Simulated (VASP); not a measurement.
A run of VASP 6.6.1:

File POSCAR:

```
TiO2
1.0
    4.5968534940      0.0000000000      0.0000000000
    0.0000000000      4.5968534940      0.0000000000
    0.0000000000      0.0000000000      2.9534912666
Ti O
2 4
Direct
    0.0000000000      0.0000000000      0.0000000000
    0.5000000000      0.5000000000      0.5000000000
    0.3046432220      0.3046432220      0.0000000000
    0.1953567780      0.8046432220      0.5000000000
    0.8046432220      0.1953567780      0.5000000000
    0.6953567780      0.6953567780      0.0000000000
```

The input INCAR.step1:

```
ALGO = Normal
EDIFF = 1E-4
ENCUT = 520
GGA = PE
ISMEAR = 0
LASPH = T
LCHARG = F
LREAL = F
LWAVE = T
NBANDS = 33
NELM = 100
PREC = Accurate
SIGMA = 0.01
```

INCAR.step2

```
ALGO = Normal
EDIFF = 1E-6
ENCUT = 520
ISIF = 2
ISMEAR = 0
ISTART = 1
LASPH = T
LCHARG = T
LELF = T
LMIXTAU = T
LREAL = F
LVHAR = T
LWAVE = F
METAGGA = R2SCAN
NBANDS = 33
NELM = 100
PREC = Accurate
SIGMA = 0.01
```

KPOINTS

```
k-points
0
Gamma
  6 6 8
```

Potentials or basis: VASP PAW PBE potentials, release 64 (Ti_sv, O).

Launch:

```bash
$ cat potpaw_PBE.64/Ti_sv/POTCAR potpaw_PBE.64/O/POTCAR > POTCAR
$ cp INCAR.step1 INCAR
$ mpirun -np 1 vasp_std > vasp.out
$ cp INCAR.step2 INCAR
$ mpirun -np 1 vasp_std > vasp.out
```

Hardware: 1 thread of Intel(R) Xeon(R) 6975P-C (Granite Rapids), with other jobs on the host.

Task: How long does it take, and how much memory?

Result: Run time: 2.8 min on 1 thread of Intel(R) Xeon(R) 6975P-C (Granite Rapids), with other jobs on the host, peak memory 0.22 GiB. Counts: k points 50.
